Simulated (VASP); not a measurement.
Here is a VASP 6.6.1 calculation.

INCAR

```
SYSTEM = Al
PREC = Accurate
ENCUT = 520
EDIFF = 1E-6
ISMEAR = -1
SIGMA = 0.05
LREAL = .FALSE.
LASPH = .TRUE.
NELM = 80
ALGO = Fast
ISIF = 2
LWAVE = .FALSE.
LCHARG = .FALSE.
NBANDS = 8
```

KPOINTS

```
Automatic mesh
0
G
  11 11 11
  0 0 0
```

Contents of POSCAR:

```
Al
1.0
    0.0000000000      2.0645171409      2.0645171409
    2.0645171409      0.0000000000      2.0645171409
    2.0645171409      2.0645171409      0.0000000000
Al
1
Direct
    0.0000000000      0.0000000000      0.0000000000
```

Potentials or basis: VASP PAW LDA potentials, release 64 (Al).

Launch:

```sh
$ cat potpaw_LDA.64/Al/POTCAR > POTCAR
$ mpirun -np 1 vasp_std > vasp.out
```

Task: Estimate the pressure.

Result: -7.1 GPa.
